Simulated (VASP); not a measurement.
# I (Cmce) in VASP: single point with PBE

Aim: the single point of I with PBE.

All numbers are computed with VASP 6.6.1; they aren't measurements. Logs are shortened: lines on timing, memory, paths and dates and some standing lists are left out, and cuts for length are marked.

**1. The cell of the first run**

It takes space group Cmce (No. 64, orthorhombic). The conventional cell has a = 7.255 Å, b = 4.795 Å, c = 9.780 Å, α = 90.00°, β = 90.00°, γ = 90.00°. I (site symmetry m) has 3 I at 2.70 to 3.54 Å within 3.6 Å.

**2. Single point, PBE**

INCAR

```
ALGO     = Normal         # electronic algorithm
EDIFF    = 1E-7           # SCF threshold, eV
ENCUT    = 520            # plane-wave cutoff, eV
GGA      = PE             # functional
ISIF     = 2              # what is computed and relaxed
ISMEAR   = -1             # smearing method
LASPH    = True           # aspherical terms in the spheres
LCHARG   = True           # write CHGCAR
LELF     = True           # ELF
LREAL    = False          # projectors in reciprocal space
LVHAR    = True         
LWAVE    = False          # write WAVECAR
NBANDS   = 22             # bands
NELM     = 80             # most SCF steps
PREC     = Accurate       # precision mode
SIGMA    = 0.02           # smearing width, eV
```

KPOINTS

```
k-points
0
Gamma
  6 6 3
```

POSCAR

```
I
1.0
    3.6275000000     -2.3975000000      0.0000000000
    3.6275000000      2.3975000000      0.0000000000
    0.0000000000      0.0000000000      9.7800000000
I
4
Direct
    0.8500000000      0.1500000000      0.1170000000
    0.6500000000      0.3500000000      0.6170000000
    0.1500000000      0.8500000000      0.8830000000
    0.3500000000      0.6500000000      0.3830000000
```

Potentials or basis: VASP PAW PBE potentials, release 64 (I).

Command:

```console
> cat potpaw_PBE.64/I/POTCAR > POTCAR
> mpirun -np 1 vasp_std > vasp.out
```

OUTCAR:

```text
EDIFF = 1E-7
   ENCUT = 520
   GGA = PE
   ISIF = 2
   ISMEAR = -1
   LASPH = True
   LREAL = False
   NELM = 80
   PREC = Accurate

 ion  position               nearest neighbor table
   1  0.850  0.150  0.117-   3 2.70   4 3.54   4 3.54
   2  0.650  0.350  0.617-   4 2.70   3 3.54   3 3.54
   3  0.150  0.850  0.883-   1 2.70   2 3.54   2 3.54
   4  0.350  0.650  0.383-   2 2.70   1 3.54   1 3.54

  LATTYP: Found a base centered orthorhombic cell.
 ALAT       =     4.7950000000
 B/A-ratio  =     1.5130344108
 C/A-ratio  =     2.0396246090

  Lattice vectors:

 A1 = (  -3.6275000000,  -2.3975000000,   0.0000000000)
 A2 = (   3.6275000000,  -2.3975000000,   0.0000000000)
 A3 = (   0.0000000000,   0.0000000000,   9.7800000000)

Analysis of symmetry for initial positions (statically):
=====================================================================
 Subroutine PRICEL returns:
 Original cell was already a primitive cell.

 Routine SETGRP: Setting up the symmetry group for a
 base centered orthorhombic supercell.

 Subroutine GETGRP returns: Found  8 space group operations
 (whereof  4 operations were pure point group operations)
 out of a pool of  8 trial point group operations.

The static configuration has the point symmetry C_2h.
 The point group associated with its full space group is D_2h.

Analysis of symmetry for dynamics (positions and initial velocities):
=====================================================================
 Subroutine PRICEL returns:
 Original cell was already a primitive cell.

 Routine SETGRP: Setting up the symmetry group for a
 base centered orthorhombic supercell.

 Subroutine GETGRP returns: Found  8 space group operations
 (whereof  4 operations were pure point group operations)
 out of a pool of  8 trial point group operations.

The dynamic configuration has the point symmetry C_2h.
 The point group associated with its full space group is D_2h.

 Subroutine INISYM returns: Found  8 space group operations
 (whereof  4 operations are pure point group operations),
 and found     1 'primitive' translations

----------------------------------------------------------------------------------------

                                     Primitive cell

  volume of cell :     170.1120

[... 82 lines left out ...]
 SYSTEM =  unknown system
   PREC   = accura    normal or accurate (medium, high low for compatibility)
   ISTART =      0    job   : 0-new  1-cont  2-samecut
   ICHARG =      2    charge: 1-file 2-atom 10-const
   ISPIN  =      1    spin polarized calculation?
   LNONCOLLINEAR =      F non collinear calculations
   LSORBIT =      F    spin-orbit coupling
   LASPH  =      T    aspherical Exc in radial PAW
   ENCUT  =  520.0 eV  38.22 Ry    6.18 a.u.   8.08  8.08 18.18*2*pi/ulx,y,z
   NELM   =     80;   NELMIN=  2; NELMDL= -5     # of ELM steps
   EDIFF  = 0.1E-06   stopping-criterion for ELM
   LREAL  =      F    real-space projection
   EDIFFG = 0.1E-05   stopping-criterion for IOM
   NSW    =      0    number of steps for IOM
   IBRION =     -1    ionic relax: 0-MD 1-quasi-New 2-CG
   NFREE  =      0    steps in history (QN), initial steepest desc. (CG)
   ISIF   =      2    stress and relaxation
   ISYM   =      2    0-nonsym 1-usesym 2-fastsym
   POTIM  = 0.5000    time-step for ionic-motion
   TEBEG  =    0.0;   TEEND  =   0.0 temperature during run
   PSTRESS=    0.0 pullay stress
   NELECT =      28.0000    total number of electrons
   NUPDOWN=      -1.0000    fix difference up-down
   EMIN   =  10.00;   EMAX   =-10.00  energy-range for DOS
   EFERMI =   0.00;   METHOD = LEGACY
   ISMEAR =    -1;   SIGMA  =   0.02  broadening in eV -4-tet -1-fermi 0-gaus
   EFERMI_NEDOS =   21; number of points for ismear=-14 and -15
   IALGO  =     38    algorithm
   IMIX   =      4    mixing-type and parameters
     AMIX     =   0.40;   BMIX     =  1.00
     AMIX_MAG =   1.60;   BMIX_MAG =  1.00
  volume/ion in A,a.u.               =      42.53       286.99
  Fermi-wavevector in a.u.,A,eV,Ry     =   0.897186  1.695436 10.951913  0.804943
  Thomas-Fermi vector in A             =   2.019739
   LORBIT       =      0    0 simple, 1 ext, 2 COOP (PROOUT), +10 PAW based schemes
   GGA     = PE    functional components
   LHFCALC =     F    Hartree Fock is set to
   AEXX    =    0.0000 exact exchange contribution
   IVDW    =     0    specifies the selected vdW correction
   LEPSILON=     F    determine dielectric tensor
   LRPA    =     F    only Hartree local field effects (RPA)
 non-spin polarized calculation
  energy-cutoff  :      520.00
  volume of cell :      170.11
 maximum number of plane-waves:      4606
   NGX = 17   NGY = 17   NGZ = 37

 number of electron      28.0000000 magnetization

 Free energy of the ion-electron system (eV)
  ---------------------------------------------------
  ext. energy  EPLUGINS =         0.00000000
  ---------------------------------------------------
  free energy    TOTEN  =        -5.92371963 eV

  energy without entropy =       -5.92371963  energy(sigma->0) =       -5.92371963

 E-fermi :   2.9180     XC(G=0):  -8.0331

 val. band max:        2.5081521317   @ k =   0.0000   0.0000   0.0000
 cond. band min:       3.7785968619   @ k =   0.5000   0.5000   0.0000
 fundamental gap:      1.2704447302
 Fermi energy:         2.9179655817

 k-point     1 :       0.0000    0.0000    0.0000
  band No.  band energies     occupation
      1     -10.9934      2.00000
      2     -10.5008      2.00000
      3      -9.0343      2.00000
      4      -8.0493      2.00000
      5      -1.9682      2.00000
      6      -0.6074      2.00000
[... 589 lines left out ...]
     21       9.9609      0.00000
     22      10.5043      0.00000

 [... further k-points ...]
[... 5 lines left out ...]
  --------------------------------------------------------------------------------------
  -------------------------------------------------------------------------------------
  Total        1.3761259      1.0120379      2.0507673      0.0000000      0.0000000      0.0000000
  in kB       12.9608614      9.5317459     19.3148826      0.0000000      0.0000000      0.0000000
  external PRESSURE =      13.9358300 kB  Pullay stress =       0.0000000 kB

 VOLUME and BASIS-vectors are now :
 -----------------------------------------------------------------------------
  energy-cutoff  :      520.00
  volume of cell :      170.11
      direct lattice vectors                 reciprocal lattice vectors
     3.627500000 -2.397500000  0.000000000     0.137835975 -0.208550574  0.000000000
     3.627500000  2.397500000  0.000000000     0.137835975  0.208550574  0.000000000
     0.000000000  0.000000000  9.780000000     0.000000000  0.000000000  0.102249489

 POSITION                                       TOTAL-FORCE (eV/Angst)
 -----------------------------------------------------------------------------------
      3.62750     -1.67825      1.14426         0.000000      0.287582      0.550121
      3.62750     -0.71925      6.03426         0.000000     -0.287582      0.550121
      3.62750      1.67825      8.63574         0.000000     -0.287582     -0.550121
      3.62750      0.71925      3.74574         0.000000      0.287582     -0.550121
 -----------------------------------------------------------------------------------
    total drift:                                0.000000      0.000000      0.000000

  FREE ENERGIE OF THE ION-ELECTRON SYSTEM (eV)
  ---------------------------------------------------
  free  energy   TOTEN  =        -5.9237196340 eV

  energy  without entropy=       -5.9237196340  energy(sigma->0) =       -5.92371963
```

It took 1.8 min on 1 thread of AMD EPYC 7R13 (Zen 3), shared host; peak memory 0.27 GiB.

Results:

```
Free energy            : -5.9237 eV
Pressure               : 1.4 GPa
Largest force          : 0.621 eV/Å
Band gap on the k mesh : 1.27 eV, indirect (least direct gap 1.37 eV)
```

Forces in eV/Å, atoms in the order of the input:
```
I    0.000  0.288  0.550
I    0.000 -0.288  0.550
I    0.000 -0.288 -0.550
I    0.000  0.288 -0.550
```

Caveat: spin-orbit coupling is left out, which moves the levels of the heavy elements.
